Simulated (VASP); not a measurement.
Here is a VASP 6.6.1 calculation.

The input INCAR:

```
ALGO     = Normal         # electronic algorithm
EDIFF    = 1E-6           # SCF threshold, eV
ENCUT    = 520            # plane-wave cutoff, eV
GGA      = CA             # functional
ISIF     = 2              # what is computed and relaxed
ISMEAR   = 0              # smearing method
LASPH    = True           # aspherical terms in the spheres
LCHARG   = True           # write CHGCAR
LELF     = True           # ELF
LREAL    = False          # projectors in reciprocal space
LVHAR    = True         
LWAVE    = False          # write WAVECAR
NBANDS   = 23             # bands
NELM     = 60             # most SCF steps
PREC     = Accurate       # precision mode
SIGMA    = 0.05           # smearing width, eV
```

KPOINTS

```
k-points
0
Gamma
  6 6 4
```

File POSCAR:

```
KNaICl
1.0
    4.2411676683      0.0000000000      0.0000000000
    0.0000000000      4.2411676683      0.0000000000
    0.0000000000      0.0000000000      6.7379525890
K Na I Cl
1 1 1 1
Direct
    0.5000000000      0.5000000000      0.5000000000
    0.0000000000      0.0000000000      0.0000000000
    0.5000000000      0.5000000000      0.0000000000
    0.0000000000      0.0000000000      0.5000000000
```

Potentials or basis: VASP PAW LDA potentials, release 64 (K_sv, Na_pv, I, Cl).

Launch:

```bash
$ cat potpaw_LDA.64/K_sv/POTCAR potpaw_LDA.64/Na_pv/POTCAR potpaw_LDA.64/I/POTCAR potpaw_LDA.64/Cl/POTCAR > POTCAR
$ mpirun -np 1 vasp_std > vasp.out
```

(1) Estimate the band gap on the k mesh.

(2) Estimate the pressure.

## Answers

(1) 4.00 eV, indirect (least direct gap 4.07 eV).

(2) 0.4 GPa.

Caveat: the cell differs from its parent crystal (strain +e along x and -e along y +0.0000, strain +e along z and -e/2 along x and y +0.0367); spin-orbit coupling is left out, which moves the levels of the heavy elements.
